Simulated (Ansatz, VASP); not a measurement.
**Two plane-wave programs on AlN**

```xyz
8
Lattice="3.1302 0.0000 0.0000 0.0000 5.0181 0.0000 0.0000 0.0000 19.6144" Properties=species:S:1:pos:R:3 pbc="T T T"
Al    0.0000    0.4106    8.3231
Al    1.5651    2.7884    8.7379
Al    1.5651    0.2793   10.8765
Al    0.0000    2.9197   11.2913
N     0.0000    2.1675    8.0486
N     1.5651    4.6698    8.8849
N     1.5651    2.1607   10.7295
N     0.0000    4.6765   11.5658
```

Alike in both runs: functional PBE; k mesh 10 × 6 × 1; occupations fermi-dirac, width 0.02 eV; no spin polarisation.

Ansatz relaxed the structure, and its values are those at the end. VASP's run is a single point on that final structure, the one shown.

```csv
,VASP,Ansatz
version,VASP 6.6.1,Ansatz 0.2.0
potentials or method,"VASP PAW PBE potentials, release 64 (Al, N)","PAW with Ansatz's default frozen-core files, scalar-relativistic"
plane-wave cutoff (eV),520,420
valence electrons in the cell,32,32
```

|  | VASP | Ansatz | Ansatz less VASP |
| --- | --- | --- | --- |
| gap on the k mesh at the Fermi level (eV) | 2.53 | 2.54 | +0.006 |
| rms of the force components (eV/Å) | 0.007 | 0.001 | -0.0061 |

Ansatz's warnings: stress scf threshold loose.
